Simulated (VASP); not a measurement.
Input of a VASP 6.6.1 run:

INCAR

```
PREC     = Accurate       # precision mode
ENCUT    = 520            # plane-wave cutoff, eV
EDIFF    = 1E-6           # SCF threshold, eV
ISMEAR   = 0              # smearing method
SIGMA    = 0.1            # smearing width, eV
LREAL    = False          # projectors in reciprocal space
LASPH    = True           # aspherical terms in the spheres
NELM     = 60             # most SCF steps
ALGO     = Normal         # electronic algorithm
ISIF     = 2              # what is computed and relaxed
LWAVE    = False          # write WAVECAR
LCHARG   = False          # write CHGCAR
GGA      = PE             # functional
NBANDS   = 21             # bands
```

KPOINTS

```
regular mesh
0
Gamma
  14 14 8
```

Contents of POSCAR:

```
Si3Sn
1.0
    2.3220756520     -2.3223895132      0.0000000000
    2.3220756520      2.3223895132      0.0000000000
    0.0000000000      0.0000000000      6.7767085208
Si Sn
3 1
Direct
    0.0000000000      0.0000000000      0.6861848147
    0.0000000000      0.0000000000      0.3138151853
    0.5000000000      0.5000000000      0.5000000000
    0.5000000000      0.5000000000      0.0000000000
```

Potentials or basis: VASP PAW PBE potentials, release 64 (Si, Sn_d).

The run is started by

```bash
$ cat potpaw_PBE.64/Si/POTCAR potpaw_PBE.64/Sn_d/POTCAR > POTCAR
$ mpirun -np 1 vasp_std > vasp.out
```

Q: What does it give for the largest force?

A: 0.008 eV/Å.

Q: What does it give for the pressure?

A: -0.1 GPa.

Forces on the atoms (eV/Å):
```
Si   0.000  0.000 -0.008
Si   0.000  0.000  0.008
Si   0.000  0.000  0.000
Sn   0.000  0.000  0.000
```
